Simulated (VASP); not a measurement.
# BaTe (P4mm) in VASP: further runs, part 2 of 2

VASP 6.6.1. The steps go on from the part before.

### 3 Relaxation of cell and atoms, PBE

Input file INCAR:

```
PREC     = Accurate       # precision mode
ENCUT    = 600            # plane-wave cutoff, eV
EDIFF    = 1E-6           # SCF threshold, eV
ISMEAR   = 0              # smearing method
SIGMA    = 0.1            # smearing width, eV
LREAL    = False          # projectors in reciprocal space
LASPH    = True           # aspherical terms in the spheres
NELM     = 80             # most SCF steps
ALGO     = Normal         # electronic algorithm
ISIF     = 3              # what is computed and relaxed
LWAVE    = False          # write WAVECAR
LCHARG   = False          # write CHGCAR
GGA      = PE             # functional
IBRION   = 2              # ionic algorithm
NSW      = 90             # ionic steps
EDIFFG   = -0.04          # ionic threshold
```

Input file KPOINTS:

```
Automatic mesh
0
Gamma
  4 4 6
```

Input file POSCAR:

```
BaTe
1.0
    4.9327051700      0.0000000000      0.0000000000
    0.0000000000      4.9327051700      0.0000000000
    0.0000000000      0.0000000000      3.5544620400
Ba Te
1 1
Direct
    0.5000000000      0.5000000000      0.0035760100
    0.0000000000      0.0000000000      0.6709462500
```

Potentials or basis: VASP PAW PBE potentials, release 64 (Ba_sv, Te).

The run is started by

```sh
$ cat potpaw_PBE.64/Ba_sv/POTCAR potpaw_PBE.64/Te/POTCAR > POTCAR
$ mpirun -np 1 vasp_std > vasp.out
```

OUTCAR:

```text
PREC = Accurate
   ENCUT = 600
   EDIFF = 1E-6
   ISMEAR = 0
   LREAL = False
   LASPH = True
   NELM = 80
   ISIF = 3
   GGA = PE
   IBRION = 2
   NSW = 90
   EDIFFG = -0.04

 ion  position               nearest neighbor table
   1  0.500  0.500  0.004-   2 3.68   2 3.68   2 3.68   2 3.68
   2  0.000  0.000  0.671-   1 3.68   1 3.68   1 3.68   1 3.68

  LATTYP: Found a simple tetragonal cell.
 ALAT       =     4.9327051700
 C/A-ratio  =     0.7205908153

  Lattice vectors:

 A1 = (   4.9327051700,   0.0000000000,   0.0000000000)
 A2 = (   0.0000000000,   4.9327051700,   0.0000000000)
 A3 = (   0.0000000000,   0.0000000000,   3.5544620400)

Analysis of symmetry for initial positions (statically):
=====================================================================
 Subroutine PRICEL returns:
 Original cell was already a primitive cell.

 Routine SETGRP: Setting up the symmetry group for a
 simple tetragonal supercell.

 Subroutine GETGRP returns: Found  8 space group operations
 (whereof  8 operations were pure point group operations)
 out of a pool of 16 trial point group operations.

The static configuration has the point symmetry C_4v.

Analysis of symmetry for dynamics (positions and initial velocities):
=====================================================================
 Subroutine PRICEL returns:
 Original cell was already a primitive cell.

 Routine SETGRP: Setting up the symmetry group for a
 simple tetragonal supercell.

 Subroutine GETGRP returns: Found  8 space group operations
 (whereof  8 operations were pure point group operations)
 out of a pool of 16 trial point group operations.

The dynamic configuration has the point symmetry C_4v.

 Subroutine INISYM returns: Found  8 space group operations
 (whereof  8 operations are pure point group operations),
 and found     1 'primitive' translations

----------------------------------------------------------------------------------------

                                     Primitive cell

  volume of cell :      86.4857

  direct lattice vectors                    reciprocal lattice vectors
[... 141 lines left out ...]
  Direction    XX          YY          ZZ          XY          YZ          ZX
  --------------------------------------------------------------------------------------
  -------------------------------------------------------------------------------------
  Total       -3.0321770     -3.0321770      3.2168841      0.0000000      0.0000000      0.0000000
  in kB      -56.1721354    -56.1721354     59.5938988      0.0000000      0.0000000      0.0000000
  external PRESSURE =     -17.5834574 kB  Pullay stress =       0.0000000 kB
[... 89 lines left out ...]
  FREE ENERGIE OF THE ION-ELECTRON SYSTEM (eV)
  ---------------------------------------------------
  free  energy   TOTEN  =        -7.7875198509 eV

  energy  without entropy=       -7.7875198508  energy(sigma->0) =       -7.78751985

 E-fermi :   3.7914     XC(G=0):  -8.5042

 val. band max:        3.3663358714   @ k =   0.5000   0.5000   0.0000
 cond. band min:       4.2391385976   @ k =   0.0000   0.0000   0.0000
 fundamental gap:      0.8728027261
 Fermi energy:         3.7913625153

 k-point     1 :       0.0000    0.0000    0.0000
  band No.  band energies     occupation
      1     -24.8012      2.00000
      2      -9.8824      2.00000
      3      -9.8528      2.00000
      4      -9.8528      2.00000
      5      -6.8198      2.00000
      6       2.6963      2.00000
      7       2.8595      2.00000
      8       2.8595      2.00000
      9       4.2391      0.00000
     10       4.9421      0.00000
     11       5.4899      0.00000
     12       7.5699      0.00000
[... 331 lines left out ...]
 k-point    24 :       0.5000    0.5000    0.5000
  band No.  band energies     occupation
      1     -24.7432      2.00000
      2     -10.1494      2.00000
      3     -10.0552      2.00000
      4     -10.0552      2.00000
      5      -6.0785      2.00000
      6       0.7673      2.00000
      7       0.7673      2.00000
      8       0.7692      2.00000
      9       7.4280      0.00000
     10       7.4280      0.00000
     11       8.0595      0.00000
     12       9.4139      0.00000

[... ionic steps 4 to 15 ...]

--------------------------------------- Ionic step       16  -------------------------------------------

 number of electron      16.0000000 magnetization

------------------------ aborting loop because EDIFF is reached ----------------------------------------
[... 67 lines left out ...]
--------------------------------------- Ionic step       18  -------------------------------------------

 number of electron      16.0000000 magnetization

 Free energy of the ion-electron system (eV)
  ---------------------------------------------------
  ext. energy  EPLUGINS =         0.00000000
  ---------------------------------------------------
  free energy    TOTEN  =        -8.26525762 eV

  energy without entropy =       -8.26525762  energy(sigma->0) =       -8.26525762

 E-fermi :   4.1738     XC(G=0):  -8.7516

 val. band max:        3.7879159074   @ k =   0.5000   0.5000   0.0000
 cond. band min:       4.5622877961   @ k =   0.0000   0.0000   0.0000
 fundamental gap:      0.7743718887
 Fermi energy:         4.1737959323

 k-point     1 :       0.0000    0.0000    0.0000
  band No.  band energies     occupation
      1     -24.3884      2.00000
      2      -9.4235      2.00000
      3      -9.4230      2.00000
      4      -9.4230      2.00000
      5      -6.5702      2.00000
      6       3.3874      2.00000
      7       3.3874      2.00000
      8       3.4060      2.00000
      9       4.5623      0.00000
     10       4.5731      0.00000
     11       6.0951      0.00000
     12       8.2603      0.00000
[... 372 lines left out ...]
  FREE ENERGIE OF THE ION-ELECTRON SYSTEM (eV)
  ---------------------------------------------------
  free  energy   TOTEN  =        -8.2652576238 eV

  energy  without entropy=       -8.2652576233  energy(sigma->0) =       -8.26525762

 reached required accuracy - stopping structural energy minimisation
```

CONTCAR:

```text
BaTe
   1.00000000000000
     4.2759024422467764    0.0000000000000000    0.0000000000000000
     0.0000000000000000    4.2759024422467764    0.0000000000000000
    -0.0000000000000000    0.0000000000000000    4.2637890062566219
  Ba              Te
     1     1
Direct
     0.5000000000000000    0.5000000000000000    0.0825380744468633
     1.0000000000000000    0.0000000000000000    0.5919841855531401

  0.00000000E+00  0.00000000E+00  0.00000000E+00
  0.00000000E+00  0.00000000E+00  0.00000000E+00
```

Wall time 4.9 min (1 thread of Intel Xeon 8259CL, shared host); peak memory 0.24 GiB.

What came out:

- Free energy: -8.2653 eV
- Relaxed volume: 38.98 Å³/atom
- Relaxed cell: a = 4.276 Å, b = 4.276 Å, c = 4.264 Å, α = 90.00°, β = 90.00°, γ = 90.00°
- Space group after relaxing (to 0.1 Å): Pm-3m (No. 221)
- Energy gained by relaxing: 478.5 meV/atom
- Ionic steps: 18
- Pressure after relaxing: 0.0 GPa
- Largest force after relaxing: 0.030 eV/Å
- Band gap on the k mesh: 0.77 eV (least direct gap 0.96 eV)

Forces in eV/Å, atoms in the order of the input:
```
Ba   0.000  0.000  0.030
Te   0.000  0.000 -0.030
```

The path:
| step | energy change (eV) | largest force (eV/Å) | pressure (GPa) | volume (Å³) |
| --- | --- | --- | --- | --- |
| 1 | 0.0000 | 0.2115 | -1.76 | 86.49 |
| 2 | -0.5062 | 0.4773 | 0.31 | 80.06 |
| 3 | -0.4793 | 1.3814 | 7.71 | 70.88 |
| 4 | -0.6436 | 0.8400 | 3.30 | 75.69 |
| 5 | -0.6414 | 0.9068 | 3.84 | 75.01 |
| 6 | -0.8166 | 0.4259 | 0.12 | 83.31 |
| 7 | -0.8169 | 0.4540 | 0.28 | 82.86 |
| 8 | -0.8447 | 0.3659 | -0.43 | 83.58 |
| 9 | -0.8503 | 0.3087 | -0.89 | 84.09 |
| 10 | -0.8725 | 0.3076 | -0.60 | 82.28 |
| 11 | -0.9055 | 0.2541 | 0.71 | 77.00 |
| 12 | -0.9295 | 0.1914 | 0.68 | 76.73 |
| 13 | -0.9517 | 0.0646 | 0.75 | 76.13 |
| 14 | -0.9518 | 0.0558 | 0.76 | 76.09 |
| 15 | -0.9568 | 0.0350 | -0.01 | 77.85 |
| 16 | -0.9568 | 0.0337 | -0.05 | 77.97 |
| 17 | -0.9568 | 0.0334 | -0.07 | 78.01 |
| 18 | -0.9571 | 0.0304 | -0.04 | 77.96 |

Final structure:
```xyz
2
Lattice="4.2759 0.0000 0.0000 0.0000 4.2759 0.0000 0.0000 0.0000 4.2638" Properties=species:S:1:pos:R:3 pbc="T T T"
Ba    2.1380    2.1380    0.3519
Te    4.2759    0.0000    2.5241
```

Levels at points of the mesh, in eV from the valence-band top:
| k point | band 6 | band 7 | band 8 | band 9 | band 10 | band 11 |
| --- | --- | --- | --- | --- | --- | --- |
| (0.00, 0.00, 0.00) | -0.40 | -0.40 | -0.38 | 0.77 | 0.79 | 2.31 |
| (0.50, 0.00, 0.00) | -3.37 | -0.89 | -0.85 | 1.55 | 4.81 | 4.85 |
| (0.50, 0.50, 0.00) | -2.05 | -2.05 | 0.00 | 0.96 | 2.50 | 2.90 |
| (0.00, 0.00, 0.50) | -3.37 | -0.88 | -0.88 | 1.57 | 4.83 | 4.87 |
| (0.50, 0.00, 0.50) | -2.05 | -2.05 | -0.02 | 0.97 | 2.47 | 2.86 |
| (0.50, 0.50, 0.50) | -2.88 | -2.88 | -2.88 | 4.68 | 4.68 | 4.70 |

Caveat: semilocal functionals underestimate gaps, and a narrow one can read as zero; a cell axis changed by over 15 % at a fixed basis, so the end point is rough; spin-orbit coupling is left out, which moves the levels of the heavy elements. A k mesh can miss the band edges.

The gap in the log of VASP goes by the Fermi energy; the results here count the filled bands.